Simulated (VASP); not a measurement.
Here is a VASP 6.6.1 calculation.

File INCAR:

```
SYSTEM = C
PREC     = Accurate       ! precision mode
ENCUT    = 600            ! plane-wave cutoff, eV
EDIFF    = 1E-6           ! SCF threshold, eV
ISMEAR   = -1             ! smearing method
SIGMA    = 0.08           ! smearing width, eV
LREAL    = .False.        ! projectors in reciprocal space
LASPH    = .True.         ! aspherical terms in the spheres
NELM     = 80             ! most SCF steps
ALGO     = Normal         ! electronic algorithm
ISIF     = 3              ! what is computed and relaxed
LWAVE    = .False.        ! write WAVECAR
LCHARG   = .False.        ! write CHGCAR
GGA      = PE             ! functional
IBRION   = 2              ! ionic algorithm
NSW      = 60             ! ionic steps
EDIFFG   = -0.005         ! ionic threshold
PSTRESS  = 20.0
```

Contents of KPOINTS:

```
Automatic mesh
0
Gamma
  20 20 20
  0 0 0
```

POSCAR

```
C
1.0
    1.9806894537      0.0000000000      0.0000000000
    0.0000000000      1.9806894537      0.0000000000
    0.0000000000      0.0000000000      1.9806894537
C
1
Direct
    0.0000000000      0.0000000000      0.0000000000
```

Potentials or basis: VASP PAW PBE potentials, release 64 (C).

Command:

```console
$ cat potpaw_PBE.64/C/POTCAR > POTCAR
$ mpirun -np 1 vasp_std > vasp.out
```

(1) Predict the band gap on the k mesh.

(2) Predict the relaxed cell.

(3) Predict the relaxed volume.

## Answers

(1) zero (band 2 reaches 20.26 eV, above the bottom of band 3 at 8.13 eV).

(2) a = 1.772 Å, b = 1.772 Å, c = 1.772 Å, α = 90.00°, β = 90.00°, γ = 90.00°.

(3) 5.56 Å³/atom.

Caveat: the cell is relaxed towards a set pressure, so the enthalpy falls and the energy may rise; the volume moved by over 15 % at a fixed basis, so the end points are rough.
